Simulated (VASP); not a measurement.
# ScSiS3 (P4/mmm) in VASP: further runs

The runs below take ScSiS3 through relaxation of cell and atoms, with PBE.

Program: VASP 6.6.1. These are calculated values, not measurements. Logs are shortened: lines on timing, memory, paths and dates and some standing lists are left out, and cuts for length are marked.

**1. The cell of the first run**

It takes space group P4/mmm (No. 123, tetragonal). The conventional cell has a = 3.700 Å, b = 3.700 Å, c = 7.525 Å, α = 90.00°, β = 90.00°, γ = 90.00°. Within 3.2 Å of Sc (site symmetry 4/mmm) lie 2 S at 2.46 Å and 4 Si at 2.62 Å. Within 3.8 Å of Si (site symmetry 4/mmm) lie 4 Sc at 2.62 Å and 10 S at 3.59 to 3.76 Å and 4 Si at 3.70 Å. Within 3.9 Å of S (site symmetry 4/mmm) lie 12 S at 2.92 to 3.70 Å and 2 Si at 3.76 Å. S (site symmetry 4mm) has 1 Sc at 2.46 Å and 5 S at 2.61 to 2.92 Å within 3.2 Å.

The cell was built from a structure type or drawn by symmetry, and may not be a known phase.

**2. Relaxation of cell and atoms, PBE**

INCAR reads:

```
SYSTEM = ScSiS3
ALGO = Normal
EDIFF = 1E-7
EDIFFG = -0.04
ENCUT = 600
GGA = PE
IBRION = 2
ISIF = 3
ISMEAR = 0
LASPH = .TRUE.
LCHARG = .FALSE.
LREAL = .FALSE.
LWAVE = .FALSE.
NELM = 60
NSW = 90
PREC = Accurate
SIGMA = 0.1
```

KPOINTS reads:

```
k-points
0
G
  6 6 2
  0 0 0
```

POSCAR reads:

```
ScSiS3
1.0
    3.6996743799      0.0000000000      0.0000000000
    0.0000000000      3.6996743799      0.0000000000
    0.0000000000      0.0000000000      7.5250708369
Sc Si S
1 1 3
Direct
    0.5000000000      0.5000000000      0.5000000000
    0.0000000000      0.0000000000      0.5000000000
    0.0000000000      0.0000000000      0.0000000000
    0.5000000000      0.5000000000      0.8265383664
    0.5000000000      0.5000000000      0.1734616336
```

Potentials or basis: VASP PAW PBE potentials, release 64 (Sc_sv, Si, S).

Launch:

```
$ cat potpaw_PBE.64/Sc_sv/POTCAR potpaw_PBE.64/Si/POTCAR potpaw_PBE.64/S/POTCAR > POTCAR
$ mpirun -np 1 vasp_std > vasp.out
```

OUTCAR:

```text
SYSTEM = ScSiS3
   EDIFF = 1E-7
   EDIFFG = -0.04
   ENCUT = 600
   GGA = PE
   IBRION = 2
   ISIF = 3
   ISMEAR = 0
   LASPH = .TRUE.
   LREAL = .FALSE.
   NELM = 60
   NSW = 90
   PREC = Accurate

 ion  position               nearest neighbor table
   1  0.500  0.500  0.500-   4 2.46   5 2.46   2 2.62   2 2.62   2 2.62   2 2.62
   2  0.000  0.000  0.500-   1 2.62   1 2.62   1 2.62   1 2.62
   3  0.000  0.000  0.000-
   4  0.500  0.500  0.827-   1 2.46   5 2.61
   5  0.500  0.500  0.173-   1 2.46   4 2.61

  LATTYP: Found a simple tetragonal cell.
 ALAT       =     3.6996743799
 C/A-ratio  =     2.0339819304

  Lattice vectors:

 A1 = (   3.6996743799,   0.0000000000,   0.0000000000)
 A2 = (   0.0000000000,   3.6996743799,   0.0000000000)
 A3 = (   0.0000000000,   0.0000000000,   7.5250708369)

Analysis of symmetry for initial positions (statically):
=====================================================================
 Subroutine PRICEL returns:
 Original cell was already a primitive cell.

 Routine SETGRP: Setting up the symmetry group for a
 simple tetragonal supercell.

 Subroutine GETGRP returns: Found 16 space group operations
 (whereof 16 operations were pure point group operations)
 out of a pool of 16 trial point group operations.

The static configuration has the point symmetry D_4h.

Analysis of symmetry for dynamics (positions and initial velocities):
=====================================================================
 Subroutine PRICEL returns:
 Original cell was already a primitive cell.

 Routine SETGRP: Setting up the symmetry group for a
 simple tetragonal supercell.

 Subroutine GETGRP returns: Found 16 space group operations
 (whereof 16 operations were pure point group operations)
 out of a pool of 16 trial point group operations.

The dynamic configuration has the point symmetry D_4h.

 Subroutine INISYM returns: Found 16 space group operations
 (whereof 16 operations are pure point group operations),
 and found     1 'primitive' translations

----------------------------------------------------------------------------------------

                                     Primitive cell

  volume of cell :     103.0001

  direct lattice vectors                    reciprocal lattice vectors
     3.699674380  0.000000000  0.000000000     0.270294058  0.000000000  0.000000000
     0.000000000  3.699674380  0.000000000     0.000000000  0.270294058  0.000000000
     0.000000000  0.000000000  7.525070837     0.000000000  0.000000000  0.132889114

  length of vectors
[... 73 lines left out ...]
 SYSTEM =  ScSiS3
   PREC   = accura    normal or accurate (medium, high low for compatibility)
   ISTART =      0    job   : 0-new  1-cont  2-samecut
   ICHARG =      2    charge: 1-file 2-atom 10-const
   ISPIN  =      1    spin polarized calculation?
   LNONCOLLINEAR =      F non collinear calculations
   LSORBIT =      F    spin-orbit coupling
   LASPH  =      T    aspherical Exc in radial PAW
   ENCUT  =  600.0 eV  44.10 Ry    6.64 a.u.   7.39  7.39 15.03*2*pi/ulx,y,z
   NELM   =     60;   NELMIN=  2; NELMDL= -5     # of ELM steps
   EDIFF  = 0.1E-06   stopping-criterion for ELM
   LREAL  =      F    real-space projection
   EDIFFG = -.4E-01   stopping-criterion for IOM
   NSW    =     90    number of steps for IOM
   IBRION =      2    ionic relax: 0-MD 1-quasi-New 2-CG
   NFREE  =      1    steps in history (QN), initial steepest desc. (CG)
   ISIF   =      3    stress and relaxation
   ISYM   =      2    0-nonsym 1-usesym 2-fastsym
   POTIM  = 0.5000    time-step for ionic-motion
   TEBEG  =    0.0;   TEEND  =   0.0 temperature during run
   PSTRESS=    0.0 pullay stress
   NELECT =      33.0000    total number of electrons
   NUPDOWN=      -1.0000    fix difference up-down
   EMIN   =  10.00;   EMAX   =-10.00  energy-range for DOS
   EFERMI =   0.00;   METHOD = LEGACY
   ISMEAR =     0;   SIGMA  =   0.10  broadening in eV -4-tet -1-fermi 0-gaus
   EFERMI_NEDOS =   21; number of points for ismear=-14 and -15
   IALGO  =     38    algorithm
   IMIX   =      4    mixing-type and parameters
     AMIX     =   0.40;   BMIX     =  1.00
     AMIX_MAG =   1.60;   BMIX_MAG =  1.00
  volume/ion in A,a.u.               =      20.60       139.02
  Fermi-wavevector in a.u.,A,eV,Ry     =   1.120212  2.116894 17.073614  1.254875
  Thomas-Fermi vector in A             =   2.256857
   LORBIT       =      0    0 simple, 1 ext, 2 COOP (PROOUT), +10 PAW based schemes
   GGA     = PE    functional components
   LHFCALC =     F    Hartree Fock is set to
   AEXX    =    0.0000 exact exchange contribution
   IVDW    =     0    specifies the selected vdW correction
   LEPSILON=     F    determine dielectric tensor
   LRPA    =     F    only Hartree local field effects (RPA)
 conjugate gradient relaxation of ions
 non-spin polarized calculation
 Gauss-broadening in eV      SIGMA  =   0.10
  energy-cutoff  :      600.00
  volume of cell :      103.00
 maximum number of plane-waves:      3471
 NGX is ok and might be reduce to    30
   NGX = 15   NGY = 15   NGZ = 31

--------------------------------------- Ionic step        1  -------------------------------------------

 number of electron      33.0000002 magnetization

 Free energy of the ion-electron system (eV)
  ---------------------------------------------------
  ext. energy  EPLUGINS =         0.00000000
  ---------------------------------------------------
  free energy    TOTEN  =       -21.25314972 eV

  energy without entropy =      -21.23103441  energy(sigma->0) =      -21.24209207

------------------------ aborting loop because EDIFF is reached ----------------------------------------

  FORCE on cell =-STRESS in cart. coord.  units (eV):
  Direction    XX          YY          ZZ          XY          YZ          ZX
  --------------------------------------------------------------------------------------
  -------------------------------------------------------------------------------------
  Total        0.4390467      0.4390467     -0.5460404      0.0000000      0.0000000      0.0000000
  in kB        6.8294175      6.8294175     -8.4937171      0.0000000      0.0000000      0.0000000
  external PRESSURE =       1.7217060 kB  Pullay stress =       0.0000000 kB
[... 104 lines left out ...]
--------------------------------------- Ionic step        4  -------------------------------------------

 number of electron      33.0000002 magnetization

 Free energy of the ion-electron system (eV)
  ---------------------------------------------------
  ext. energy  EPLUGINS =         0.00000000
  ---------------------------------------------------
  free energy    TOTEN  =       -21.25979325 eV

  energy without entropy =      -21.23828047  energy(sigma->0) =      -21.24903686

 E-fermi :   4.1427     XC(G=0):  -9.8373

 val. band max:        4.1126707779   @ k =   0.5000   0.1667   0.0000
 cond. band min:       4.1479252496   @ k =   0.3333   0.3333   0.5000
 fundamental gap:      0.0352544717
 Fermi energy:         4.1426906544

 k-point     1 :       0.0000    0.0000    0.0000
  band No.  band energies     occupation
      1     -44.0107      2.00000
      2     -22.7703      2.00000
      3     -22.6895      2.00000
      4     -22.6895      2.00000
      5     -10.1060      2.00000
      6      -7.4833      2.00000
[... 481 lines left out ...]
  FREE ENERGIE OF THE ION-ELECTRON SYSTEM (eV)
  ---------------------------------------------------
  free  energy   TOTEN  =       -21.2597932549 eV

  energy  without entropy=      -21.2382804729  energy(sigma->0) =      -21.24903686

 reached required accuracy - stopping structural energy minimisation
```

Wall time 77 s (1 thread of Intel Xeon 6975P-C (Granite Rapids), shared host); peak memory 0.26 GiB.

Results:

```yaml
Free_energy: -21.2598 eV
Relaxed_volume: 20.71 Å³/atom
Relaxed_cell: a = 3.727 Å, b = 3.727 Å, c = 7.457 Å, α = 90.00°, β = 90.00°, γ = 90.00°
Space_group_after_relaxing_to_0.1_Å: P4/mmm (No. 123)
Energy_gained_by_relaxing: 1.3 meV/atom
Ionic_steps: 4
Pressure_after_relaxing: -0.1 GPa
Largest_force_after_relaxing: 0.017 eV/Å
Band_gap_on_the_k_mesh: zero (an odd number of electrons rules out a gap without spin polarisation)
```

Forces in eV/Å, atoms in the order of the input:
```
Sc   0.000  0.000  0.000
Si   0.000  0.000  0.000
S    0.000  0.000  0.000
S    0.000  0.000  0.017
S    0.000  0.000 -0.017
```

The path:
```
step  energy change (eV)  largest force (eV/Å)  pressure (GPa)  volume (Å³)
   1              0.0000                0.0838            0.17       103.00
   2             -0.0052                0.0778            0.06       103.33
   3             -0.0063                0.0690           -0.01       103.56
   4             -0.0066                0.0172           -0.05       103.57
```

Final structure:
```
Sc Si S
1.0
     3.72671    0.00000    0.00000
     0.00000    3.72671    0.00000
     0.00000    0.00000    7.45706
Sc Si S
1 1 3
Direct
  0.50000 0.50000 0.50000
  0.00000 0.00000 0.50000
  0.00000 0.00000 0.00000
  0.50000 0.50000 0.82804
  0.50000 0.50000 0.17196
```

Caveat: the k points lie up to 0.42 Å⁻¹ apart in the final cell, too coarse for converged energies and pressures of a metal.

**3. Relaxation of cell and atoms, PBE**

INCAR reads:

```
PREC     = Accurate       # precision mode
ENCUT    = 600            # plane-wave cutoff, eV
EDIFF    = 1E-6           # SCF threshold, eV
ISMEAR   = 0              # smearing method
SIGMA    = 0.1            # smearing width, eV
LREAL    = False          # projectors in reciprocal space
LASPH    = True           # aspherical terms in the spheres
NELM     = 100            # most SCF steps
ALGO     = Normal         # electronic algorithm
ISIF     = 3              # what is computed and relaxed
LWAVE    = False          # write WAVECAR
LCHARG   = False          # write CHGCAR
GGA      = PE             # functional
IBRION   = 2              # ionic algorithm
NSW      = 90             # ionic steps
EDIFFG   = -0.04          # ionic threshold
```

KPOINTS reads:

```
regular mesh
0
Gamma
  6 6 4
```

POSCAR reads:

```
ScSiS3
1.0
    3.7232343462      0.0000000000      0.0000000000
    0.0000000000      3.7232343462      0.0000000000
    0.0000000000      0.0000000000      7.4429208107
Sc Si S
1 1 3
Direct
    0.5000000000      0.5000000000      0.5000000000
    0.0000000000      0.0000000000      0.5000000000
    0.0000000000      0.0000000000      0.0000000000
    0.5000000000      0.5000000000      0.8281382338
    0.5000000000      0.5000000000      0.1718617662
```

Potentials or basis: VASP PAW PBE potentials, release 64 (Sc_sv, Si, S).

Launch:

```
$ cat potpaw_PBE.64/Sc_sv/POTCAR potpaw_PBE.64/Si/POTCAR potpaw_PBE.64/S/POTCAR > POTCAR
$ mpirun -np 1 vasp_std > vasp.out
```

It took 2 min on 1 thread of Intel Xeon 6975P-C (Granite Rapids), shared host; peak memory 0.28 GiB.

Results (log left out):

| Item | Value |
| --- | --- |
| Free energy | -21.2367 eV |
| Relaxed volume | 20.80 Å³/atom |
| Relaxed cell | a = 3.705 Å, b = 3.705 Å, c = 7.579 Å, α = 90.00°, β = 90.00°, γ = 90.00° |
| Space group after relaxing (to 0.1 Å) | P4/mmm (No. 123) |
| Energy gained by relaxing | 3.4 meV/atom |
| Ionic steps | 6 |
| Pressure after relaxing | 0.1 GPa |
| Largest force after relaxing | 0.014 eV/Å |
| Band gap on the k mesh | zero (an odd number of electrons rules out a gap without spin polarisation) |

Forces on the atoms (eV/Å):
```
Sc   0.000  0.000  0.000
Si   0.000  0.000  0.000
S    0.000  0.000  0.000
S    0.000  0.000 -0.014
S    0.000  0.000  0.014
```

The path:
| step | energy change (eV) | largest force (eV/Å) | pressure (GPa) | volume (Å³) |
| --- | --- | --- | --- | --- |
| 1 | 0.0000 | 0.0963 | 0.40 | 103.18 |
| 2 | -0.0072 | 0.1925 | -0.05 | 103.94 |
| 3 | -0.0086 | 0.2431 | -0.37 | 104.48 |
| 4 | -0.0137 | 0.1747 | -0.23 | 104.36 |
| 5 | -0.0156 | 0.0963 | -0.11 | 104.25 |
| 6 | -0.0171 | 0.0144 | 0.12 | 104.02 |

Final structure:
```xyz
5
Lattice="3.7047 0.0000 0.0000 0.0000 3.7047 0.0000 0.0000 0.0000 7.5793" Properties=species:S:1:pos:R:3 pbc="T T T"
Sc    1.8523    1.8523    3.7897
Si    0.0000    3.7047    3.7897
S     0.0000    3.7047    0.0000
S     1.8523    1.8523    6.2383
S     1.8523    1.8523    1.3410
```

Levels at points of the mesh, in eV from the Fermi level:
```
           k point  band 13  band 14  band 15  band 16  band 17  band 18  band 19  band 20
(0.00, 0.00, 0.00)    -1.02    -0.81    -0.81     0.62     1.15     1.15     2.54     2.54
(0.50, 0.00, 0.00)    -1.15    -0.92    -0.46    -0.35    -0.24    -0.08     0.10     1.90
(0.50, 0.50, 0.00)    -2.47    -1.91    -1.19    -1.19     0.50     1.77     1.77     1.98
(0.00, 0.00, 0.50)    -0.66    -0.66    -0.15     0.63     1.01     1.01     1.16     2.45
(0.50, 0.00, 0.50)    -1.30    -0.89    -0.76    -0.34    -0.28    -0.21     0.81     1.16
(0.50, 0.50, 0.50)    -2.67    -1.61    -0.81    -0.07    -0.07     0.15     0.15     1.30
```

**4. Relaxation of cell and atoms, PBE**

This run uses another cell than the first one, of 20.86 Å³/atom.

INCAR reads:

```
PREC = Accurate ; ENCUT = 600
EDIFF = 1E-6 ; ISMEAR = 0
SIGMA = 0.1 ; LREAL = False
LASPH = True ; NELM = 100
ALGO = Normal ; ISIF = 3
LWAVE = False ; LCHARG = False
GGA = PE ; IBRION = 2
NSW = 100 ; EDIFFG = -0.01
```

KPOINTS reads:

```
regular mesh
0
Gamma
  10 10 6
```

POSCAR reads:

```
ScSiS3
1.0
    3.7076273800      0.0000000000      0.0000000000
    0.0000000000      3.7076273800      0.0000000000
    0.0000000000      0.0000000000      7.5879393274
Sc Si S
1 1 3
Direct
    0.5000000000      0.5000000000      0.5000000000
    0.0000000000      0.0000000000      0.5000000000
    0.0000000000      0.0000000000      0.0000000000
    0.5000000000      0.5000000000      0.8225058384
    0.5000000000      0.5000000000      0.1774941616
```

Launch:

```
$ cat potpaw_PBE.64/Sc_sv/POTCAR potpaw_PBE.64/Si/POTCAR potpaw_PBE.64/S/POTCAR > POTCAR
$ mpirun -np 1 vasp_std > vasp.out
```

It took 5.7 min on 1 thread of AMD EPYC 9R45 (Zen 5), shared host; peak memory 0.36 GiB.

Results (log left out):

```yaml
Free_energy: -21.2632 eV
Relaxed_volume: 20.83 Å³/atom
Relaxed_cell: a = 3.692 Å, b = 3.692 Å, c = 7.640 Å, α = 90.00°, β = 90.00°, γ = 90.00°
Space_group_after_relaxing_to_0.1_Å: P4/mmm (No. 123)
Energy_gained_by_relaxing: 0.4 meV/atom
Ionic_steps: 7
Pressure_after_relaxing: 0.0 GPa
Band_gap_on_the_k_mesh: zero (an odd number of electrons rules out a gap without spin polarisation)
```

Step by step:
```
step  energy change (eV)  largest force (eV/Å)  pressure (GPa)  volume (Å³)
   1              0.0000                0.0075           -0.12       104.31
   2             -0.0015                0.0334           -0.04       104.07
   3             -0.0016                0.0481           -0.01       103.98
   4             -0.0018                0.0323            0.04       103.94
   5             -0.0020                0.0023            0.14       103.86
   6             -0.0021                0.0001            0.07       104.01
   7             -0.0021                0.0019            0.01       104.14
```

Final structure:
```
Sc Si S
1.0
     3.69209    0.00000    0.00000
     0.00000    3.69209    0.00000
     0.00000    0.00000    7.63982
Sc Si S
1 1 3
Direct
  0.50000 0.50000 0.50000
  0.00000 0.00000 0.50000
  0.00000 0.00000 0.00000
  0.50000 0.50000 0.82116
  0.50000 0.50000 0.17884
```

Levels at points of the mesh, in eV from the Fermi level:
| k point | band 13 | band 14 | band 15 | band 16 | band 17 | band 18 | band 19 | band 20 |
| --- | --- | --- | --- | --- | --- | --- | --- | --- |
| (0.00, 0.00, 0.00) | -1.12 | -0.83 | -0.83 | 0.53 | 1.09 | 1.09 | 2.51 | 2.51 |
| (0.50, 0.00, 0.00) | -1.09 | -0.95 | -0.48 | -0.34 | -0.32 | -0.20 | -0.06 | 1.86 |
| (0.50, 0.50, 0.00) | -2.52 | -1.95 | -1.27 | -1.27 | 0.36 | 1.67 | 1.67 | 1.88 |
| (0.00, 0.00, 0.50) | -0.68 | -0.68 | -0.22 | 0.53 | 0.95 | 0.95 | 1.12 | 2.40 |
| (0.50, 0.00, 0.50) | -1.24 | -0.93 | -0.87 | -0.36 | -0.30 | -0.23 | 0.78 | 1.10 |
| (0.50, 0.50, 0.50) | -2.73 | -1.67 | -0.93 | -0.15 | -0.15 | 0.05 | 0.05 | 1.24 |

**5. Summary**

```tsv
cell	k mesh	gap on the mesh (eV)	pressure (GPa)	relaxed volume (Å³/atom)	largest force (eV/Å)
relaxed from a = 3.700, b = 3.700, c = 7.525 Å, 5 atoms, atomic positions A	6 × 6 × 2	none	-0.1	20.71	0.02
relaxed from a = 3.723, b = 3.723, c = 7.443 Å, 5 atoms, atomic positions B	6 × 6 × 4	none	0.1	20.80	0.01
relaxed from a = 3.708, b = 3.708, c = 7.588 Å, 5 atoms, atomic positions C	10 × 10 × 6	none	0.0	20.83	-
```

Alike in all rows: task relaxation of cell and atoms; level PBE; potentials or basis VASP PAW PBE potentials, release 64 (Sc_sv, Si, S); no spin polarisation; cutoff (eV) 600; smearing gaussian 0.1 eV.

Caveats: some runs use coarse meshes.

Absolute energies hang on the potentials; compare differences alone.
